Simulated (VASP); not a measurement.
A run of VASP 6.6.1:

The input POSCAR:

```
CaO
1.0
    0.0000000000      2.3974398381      2.3974398381
    2.3974398381      0.0000000000      2.3974398381
    2.3974398381      2.3974398381      0.0000000000
Ca O
1 1
Direct
    0.0000000000      0.0000000000      0.0000000000
    0.5000000000      0.5000000000      0.5000000000
```

File INCAR.step1:

```
SYSTEM = CaO
PREC = Accurate ; ENCUT = 600
ISMEAR = 0 ; SIGMA = 0.01
LREAL = .FALSE. ; LASPH = .TRUE.
NELM = 80 ; GGA = PE
ALGO = Normal ; EDIFF = 1E-4
LWAVE = .TRUE. ; LCHARG = .FALSE.
```

The input INCAR.step2:

```
SYSTEM = CaO
PREC = Accurate ; ENCUT = 600
EDIFF = 1E-6 ; ISMEAR = 0
SIGMA = 0.01 ; LREAL = .FALSE.
LASPH = .TRUE. ; NELM = 80
ALGO = Normal ; ISIF = 3
LWAVE = .FALSE. ; LCHARG = .FALSE.
METAGGA = R2SCAN ; LMIXTAU = .TRUE.
IBRION = 2 ; NSW = 100
EDIFFG = -0.002 ; PSTRESS = 20.0
ISTART = 1
```

KPOINTS

```
Automatic mesh
0
G
  8 8 8
  0 0 0
```

Potentials or basis: VASP PAW PBE potentials, release 64 (Ca_sv, O).

Launch:

```sh
$ cat potpaw_PBE.64/Ca_sv/POTCAR potpaw_PBE.64/O/POTCAR > POTCAR
$ cp INCAR.step1 INCAR
$ mpirun -np 1 vasp_std > vasp.out
$ cp INCAR.step2 INCAR
$ mpirun -np 1 vasp_std > vasp.out
```

Hardware: 1 thread of Intel(R) Xeon(R) 6975P-C (Granite Rapids) (shared host).

Task: How long does it take, and how much memory?

Result: It took 85 s on 1 thread of Intel(R) Xeon(R) 6975P-C (Granite Rapids) (shared host), peak memory 0.18 GiB. Counts: k points 29, ion steps 3.
